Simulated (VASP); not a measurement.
Pb:

```
Pb
1.0
     0.00000    2.47502    2.47502
     2.47502    0.00000    2.47502
     2.47502    2.47502    0.00000
Pb
1
Direct
  0.00000 0.00000 0.00000
```

* Program: VASP 6.6.1
* Task: relaxation of cell and atoms
* Functional: LDA
* Potentials or basis: VASP PAW LDA potentials, release 64 (Pb_d)
* Cutoff: 600 eV
* k mesh: 9 × 9 × 9
* Occupations: methfessel-paxton, width 0.05 eV
* Spin: no spin polarisation

At the start: pressure -2.1 GPa; volume 30.32 Å³/atom.

Problem. How do energy, volume and symmetry change on relaxing?

Solution. Over 3 steps the energy falls by 8.3 meV/atom and the volume is 29.09 Å³/atom (-4.1 %); space group Fm-3m (No. 225, to 0.1 Å) before and after.

Step by step:
```tsv
step	energy change (eV)	largest force (eV/Å)	pressure (GPa)	volume (Å³)
1	0.0000	0.0000	-2.09	30.32
2	-0.0070	0.0000	0.96	28.62
3	-0.0083	0.0000	-0.02	29.09
```

Final structure:
```
Pb
1.0
     0.00000    2.44103    2.44103
     2.44103    0.00000    2.44103
     2.44103    2.44103    0.00000
Pb
1
Direct
  0.00000 0.00000 0.00000
```
